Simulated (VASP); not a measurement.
# SnSe2 (v.A) in VASP: single point with PBE+D3(BJ)

Aim: the single point of SnSe2 (v.A) with PBE+D3(BJ).

All numbers are computed with VASP 6.6.1; they aren't measurements. Logs are shortened: lines on timing, memory, paths and dates and some standing lists are left out, and cuts for length are marked.

## Step 1: The cell of the first run

The cell holds a sheet with vacuum, 3 atoms: a = 3.824 Å, b = 3.824 Å, c = 30.160 Å, α = 90.00°, β = 90.00°, γ = 120.00°.

## Step 2: Single point, PBE+D3(BJ)

File INCAR:

```
  ALGO = Normal
  DIPOL = 0.5 0.5 0.285
  EDIFF = 1E-6
  ENCUT = 400
  GGA = PE
  GGA_COMPAT = False
  IDIPOL = 3
  ISIF = 2
  ISMEAR = 0
  IVDW = 12
  LASPH = True
  LCHARG = False
  LDIPOL = True
  LREAL = False
  LWAVE = False
  NBANDS = 20
  NELM = 120
  NELMDL = -8
  PREC = Accurate
  SIGMA = 0.03
```

File KPOINTS:

```
k-points
0
Gamma
  12 12 1
```

File POSCAR:

```
SnSe2
1.0
    3.8238524750      0.0000000000      0.0000000000
   -1.9119262375      3.3115533837      0.0000000000
    0.0000000000      0.0000000000     30.1599999976
Se Sn
2 1
Direct
    0.3333333333      0.6666666667      0.2317418594
    0.6666666667      0.3333333333      0.3378867879
    0.0000000000      0.0000000000      0.2848143236
```

Potentials or basis: VASP PAW PBE potentials, release 64 (Se, Sn_d).

Launch:

```sh
cat potpaw_PBE.64/Se/POTCAR potpaw_PBE.64/Sn_d/POTCAR > POTCAR
mpirun -np 1 vasp_std > vasp.out
```

OUTCAR:

```text
EDIFF = 1E-6
   ENCUT = 400
   GGA = PE
   ISIF = 2
   ISMEAR = 0
   IVDW = 12
   LASPH = True
   LREAL = False
   NELM = 120
   NELMDL = -8
   PREC = Accurate
 IVDW          = 12

 ion  position               nearest neighbor table
   1  0.333  0.667  0.232-   3 2.73   3 2.73   3 2.73
   2  0.667  0.333  0.338-   3 2.73   3 2.73   3 2.73
   3  0.000  0.000  0.285-   1 2.73   1 2.73   1 2.73   2 2.73   2 2.73   2 2.73

  LATTYP: Found a hexagonal cell.
 ALAT       =     3.8238524750
 C/A-ratio  =     7.8873335713

  Lattice vectors:

 A1 = (   3.8238524750,   0.0000000000,   0.0000000000)
 A2 = (  -1.9119262375,   3.3115533837,   0.0000000000)
 A3 = (   0.0000000000,   0.0000000000,  30.1599999976)

Analysis of symmetry for initial positions (statically):
=====================================================================
 Subroutine PRICEL returns:
 Original cell was already a primitive cell.

 Routine SETGRP: Setting up the symmetry group for a
 hexagonal supercell.

 Subroutine GETGRP returns: Found 12 space group operations
 (whereof  6 operations were pure point group operations)
 out of a pool of 24 trial point group operations.

The static configuration has the point symmetry C_3v.
 The point group associated with its full space group is D_3d.

Analysis of symmetry for dynamics (positions and initial velocities):
=====================================================================
 Subroutine PRICEL returns:
 Original cell was already a primitive cell.

 Routine SETGRP: Setting up the symmetry group for a
 hexagonal supercell.

 Subroutine GETGRP returns: Found 12 space group operations
 (whereof  6 operations were pure point group operations)
 out of a pool of 24 trial point group operations.

The dynamic configuration has the point symmetry C_3v.
 The point group associated with its full space group is D_3d.

 Subroutine INISYM returns: Found 12 space group operations
 (whereof  6 operations are pure point group operations),
 and found     1 'primitive' translations

----------------------------------------------------------------------------------------

                                     Primitive cell

  volume of cell :     381.9128

  direct lattice vectors                    reciprocal lattice vectors
     3.823852475  0.000000000  0.000000000     0.261516365  0.150986544  0.000000000
    -1.911926237  3.311553384  0.000000000     0.000000000  0.301973088  0.000000000
     0.000000000  0.000000000 30.159999998     0.000000000  0.000000000  0.033156499

  length of vectors
     3.823852475  3.823852475 30.159999998     0.301973088  0.301973088  0.033156499

  position of ions in fractional coordinates (direct lattice)
     0.333333333  0.666666667  0.231741859
     0.666666667  0.333333333  0.337886788
     0.000000000  0.000000000  0.284814324

  ion indices of the primitive-cell ions
   primitive index   ion index
                 1           1
                 2           2
                 3           3

----------------------------------------------------------------------------------------

 KPOINTS: k-points

Automatic generation of k-mesh.
 Grid dimensions read from file:
 generate k-points for:   12   12    1

 Generating k-lattice:

  Cartesian coordinates                     Fractional coordinates (reciprocal lattice)
     0.021793030  0.012582212  0.000000000     0.083333333  0.000000000  0.000000000
     0.000000000  0.025164424  0.000000000     0.000000000  0.083333333  0.000000000
     0.000000000  0.000000000  0.033156499     0.000000000  0.000000000  1.000000000

  Length of vectors
     0.025164424  0.025164424  0.033156499

  Shift w.r.t. Gamma in fractional coordinates (k-lattice)
     0.000000000  0.000000000  0.000000000

 Subroutine IBZKPT returns following result:
 ===========================================

 Found     19 irreducible k-points:

 Following reciprocal coordinates:
            Coordinates               Weight
  0.000000  0.000000  0.000000      1.000000
  0.083333 -0.000000  0.000000      6.000000
  0.166667 -0.000000  0.000000      6.000000
  0.250000 -0.000000  0.000000      6.000000
  0.333333 -0.000000  0.000000      6.000000
  0.416667 -0.000000  0.000000      6.000000
[... 11 lines left out ...]
  0.333333  0.250000  0.000000     12.000000
  0.333333  0.333333  0.000000      2.000000
   k-points           NKPTS =     19   k-points in BZ     NKDIM =     19   number of bands    NBANDS=     20
   number of dos      NEDOS =    301   number of ions     NIONS =      3
   total plane-waves  NPLWV = 156800
   dimension x,y,z NGX =    28 NGY =   28 NGZ =  200
   dimension x,y,z NGXF=    56 NGYF=   56 NGZF=  400
   ions per type =               2   1
   NGX,Y,Z   is equivalent  to a cutoff of  12.17, 12.17, 11.02 a.u.
   NGXF,Y,Z  is equivalent  to a cutoff of  24.35, 24.35, 22.05 a.u.
 SYSTEM =  unknown system
   PREC   = accura    normal or accurate (medium, high low for compatibility)
   ISTART =      0    job   : 0-new  1-cont  2-samecut
   ICHARG =      2    charge: 1-file 2-atom 10-const
   ISPIN  =      1    spin polarized calculation?
   LNONCOLLINEAR =      F non collinear calculations
   LSORBIT =      F    spin-orbit coupling
   LASPH  =      T    aspherical Exc in radial PAW
   ENCUT  =  400.0 eV  29.40 Ry    5.42 a.u.   6.24  6.24 49.18*2*pi/ulx,y,z
   NELM   =    120;   NELMIN=  2; NELMDL= -8     # of ELM steps
   EDIFF  = 0.1E-05   stopping-criterion for ELM
   LREAL  =      F    real-space projection
   EDIFFG = 0.1E-04   stopping-criterion for IOM
   NSW    =      0    number of steps for IOM
   IBRION =     -1    ionic relax: 0-MD 1-quasi-New 2-CG
   NFREE  =      0    steps in history (QN), initial steepest desc. (CG)
   ISIF   =      2    stress and relaxation
   ISYM   =      2    0-nonsym 1-usesym 2-fastsym
   POTIM  = 0.5000    time-step for ionic-motion
   TEBEG  =    0.0;   TEEND  =   0.0 temperature during run
   PSTRESS=    0.0 pullay stress
   NELECT =      26.0000    total number of electrons
   NUPDOWN=      -1.0000    fix difference up-down
   EMIN   =  10.00;   EMAX   =-10.00  energy-range for DOS
   EFERMI =   0.00;   METHOD = LEGACY
   ISMEAR =     0;   SIGMA  =   0.03  broadening in eV -4-tet -1-fermi 0-gaus
   EFERMI_NEDOS =   21; number of points for ismear=-14 and -15
   IALGO  =     38    algorithm
   IMIX   =      4    mixing-type and parameters
     AMIX     =   0.40;   BMIX     =  1.00
     AMIX_MAG =   1.60;   BMIX_MAG =  1.00
  volume/ion in A,a.u.               =     127.30       859.09
  Fermi-wavevector in a.u.,A,eV,Ry     =   0.668464  1.263213  6.079679  0.446844
  Thomas-Fermi vector in A             =   1.743383
   LORBIT       =      0    0 simple, 1 ext, 2 COOP (PROOUT), +10 PAW based schemes
   GGA     = PE    functional components
   LHFCALC =     F    Hartree Fock is set to
   AEXX    =    0.0000 exact exchange contribution
   IVDW    =    12    specifies the selected vdW correction
   LEPSILON=     F    determine dielectric tensor
   LRPA    =     F    only Hartree local field effects (RPA)
 non-spin polarized calculation
 Gauss-broadening in eV      SIGMA  =   0.03
  energy-cutoff  :      400.00
  volume of cell :      381.91
 maximum number of plane-waves:      6975
 NGX is ok and might be reduce to    28
   NGX = 13   NGY = 13   NGZ = 99

 dipolmoment           0.000000      0.000000     -0.000005 electrons x Angstroem

 number of electron      26.0000010 magnetization

 dipolmoment           0.000000      0.000000      0.000005 electrons x Angstroem

 Free energy of the ion-electron system (eV)
  ---------------------------------------------------
  ext. energy  EPLUGINS =         0.00000000
  ---------------------------------------------------
  free energy    TOTEN  =       -11.85428182 eV

  energy without entropy =      -11.85428182  energy(sigma->0) =      -11.85428182

 E-fermi :  -3.7723     XC(G=0):  -2.2934

 val. band max:       -3.9389950934   @ k =   0.0833  -0.0000   0.0000
 cond. band min:      -3.1643415675   @ k =   0.5000  -0.0000   0.0000
 fundamental gap:      0.7746535259
 Fermi energy:        -3.7723090984

 k-point     1 :       0.0000    0.0000    0.0000
  band No.  band energies     occupation
      1     -25.0968      2.00000
      2     -25.0968      2.00000
      3     -25.0573      2.00000
      4     -25.0479      2.00000
      5     -25.0479      2.00000
      6     -17.4425      2.00000
[... 12 lines left out ...]
     19       1.6659      0.00000
     20       2.1079      0.00000

 k-point     2 :       0.0833   -0.0000    0.0000
  band No.  band energies     occupation
      1     -25.0993      2.00000
      2     -25.0941      2.00000
      3     -25.0555      2.00000
      4     -25.0499      2.00000
      5     -25.0479      2.00000
      6     -17.3762      2.00000
[... 12 lines left out ...]
     19       1.8273      0.00000
     20       2.2158      0.00000

 k-point     3 :       0.1667   -0.0000    0.0000
  band No.  band energies     occupation
      1     -25.1067      2.00000
      2     -25.0872      2.00000
      3     -25.0556      2.00000
      4     -25.0493      2.00000
      5     -25.0473      2.00000
      6     -17.1820      2.00000
[... 12 lines left out ...]
     19       2.2240      0.00000
     20       2.5242      0.00000

 k-point     4 :       0.2500   -0.0000    0.0000
  band No.  band energies     occupation
      1     -25.1182      2.00000
      2     -25.0795      2.00000
      3     -25.0615      2.00000
      4     -25.0448      2.00000
      5     -25.0414      2.00000
      6     -16.8774      2.00000
[... 314 lines left out ...]
 k-point    18 :       0.3333    0.2500    0.0000
  band No.  band energies     occupation
      1     -25.1207      2.00000
      2     -25.0949      2.00000
      3     -25.0577      2.00000
      4     -25.0440      2.00000
      5     -25.0265      2.00000
      6     -15.7471      2.00000
[... 12 lines left out ...]
     19       4.5188      0.00000
     20       4.6412      0.00000

 k-point    19 :       0.3333    0.3333    0.0000
  band No.  band energies     occupation
      1     -25.1082      2.00000
      2     -25.1082      2.00000
      3     -25.0501      2.00000
      4     -25.0501      2.00000
      5     -25.0274      2.00000
      6     -15.5690      2.00000
[... 12 lines left out ...]
     19       4.7886      0.00000
     20       4.7888      0.00000

------------------------ aborting loop because EDIFF is reached ----------------------------------------

 vacuum level on the upper side and lower side of the slab       (xc-potential included)        -0.005        -0.005

 Edisp (eV)   -0.75758

 E8    (eV) :    -0.3537

  FORCE on cell =-STRESS in cart. coord.  units (eV):
  Direction    XX          YY          ZZ          XY          YZ          ZX
  --------------------------------------------------------------------------------------
  -------------------------------------------------------------------------------------
  Total       0.01559     0.01559     0.01968     0.00000     0.00000     0.00000
  in kB       0.06541     0.06541     0.08256     0.00000     0.00000     0.00000
  external pressure =        0.07 kB  Pullay stress =        0.00 kB

 VOLUME and BASIS-vectors are now :
 -----------------------------------------------------------------------------
  energy-cutoff  :      400.00
  volume of cell :      381.91
      direct lattice vectors                 reciprocal lattice vectors
     3.823852475  0.000000000  0.000000000     0.261516365  0.150986544  0.000000000
    -1.911926237  3.311553384  0.000000000     0.000000000  0.301973088  0.000000000
     0.000000000  0.000000000 30.159999998     0.000000000  0.000000000  0.033156499

 POSITION                                       TOTAL-FORCE (eV/Angst)
 -----------------------------------------------------------------------------------
     -0.00000      2.20770      6.98933         0.000000      0.000000     -0.014954
      1.91193      1.10385     10.19067        -0.000000      0.000000      0.014954
      0.00000      0.00000      8.59000        -0.000000      0.000000      0.000000
 -----------------------------------------------------------------------------------
    total drift:                                0.000000      0.000000      0.000169

  FREE ENERGIE OF THE ION-ELECTRON SYSTEM (eV)
  ---------------------------------------------------
  free  energy   TOTEN  =       -12.6118626697 eV

  energy  without entropy=      -12.6118626697  energy(sigma->0) =      -12.61186267

 vacuum level on the upper side and lower side of the slab         2.027         2.027
```

Wall time 5.5 min (1 thread of Intel Xeon 8259CL, shared host); peak memory 0.42 GiB.

Results:

```
Free energy                : -12.6119 eV
Largest force              : 0.015 eV/Å
Band gap on the k mesh     : 0.77 eV, indirect (least direct gap 1.11 eV)
Dispersion energy per atom : -0.253 eV
```

Forces in eV/Å, atoms in the order of the input:
```
Se   0.000  0.000 -0.015
Se   0.000  0.000  0.015
Sn   0.000  0.000  0.000
```

Caveat: spin-orbit coupling is left out, which moves the levels of the heavy elements.
